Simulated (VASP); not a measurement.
Set up this calculation in VASP 6.6.1, as the native input.

- Task: single point
- Functional: LDA
- Potentials or basis: VASP PAW LDA potentials, release 64 (Cd, S)
- Cutoff: 520 eV
- k mesh: 6 × 6 × 6
- Occupations: gaussian, width 0.01 eV
- Spin: no spin polarisation
- Dipole correction: no
- Further INCAR settings: ALGO = Normal; EDIFF = 1e-06; NBANDS = 16

The structure of CdS (Hawleyite) lies in POSCAR:

```
CdS
1.0
    0.0000000000      2.8783722351      2.8783722351
    2.8783722351      0.0000000000      2.8783722351
    2.8783722351      2.8783722351      0.0000000000
Cd S
1 1
Direct
    0.0000000000      0.0000000000      0.0000000000
    0.2500000000      0.2500000000      0.2500000000
```

These files were run (other wordings do the same):

INCAR

```
ALGO = Normal
EDIFF = 1E-6
ENCUT = 520
GGA = CA
ISIF = 2
ISMEAR = 0
LASPH = True
LCHARG = False
LREAL = False
LWAVE = False
NBANDS = 16
NELM = 80
PREC = Accurate
SIGMA = 0.01
```

KPOINTS

```
k-points
0
Gamma
  6 6 6
```

Potentials or basis: VASP PAW LDA potentials, release 64 (Cd, S).

The run is started by

```sh
$ cat potpaw_LDA.64/Cd/POTCAR potpaw_LDA.64/S/POTCAR > POTCAR
$ mpirun -np 1 vasp_std > vasp.out
```

It gave:

| Quantity | Value |
| --- | --- |
| Pressure | 0.6 GPa |
| Band gap on the k mesh | 0.98 eV, direct |

It took 5.1 s on 1 thread of Intel(R) Xeon(R) 6975P-C (Granite Rapids), on a shared host, peak memory 0.15 GiB.
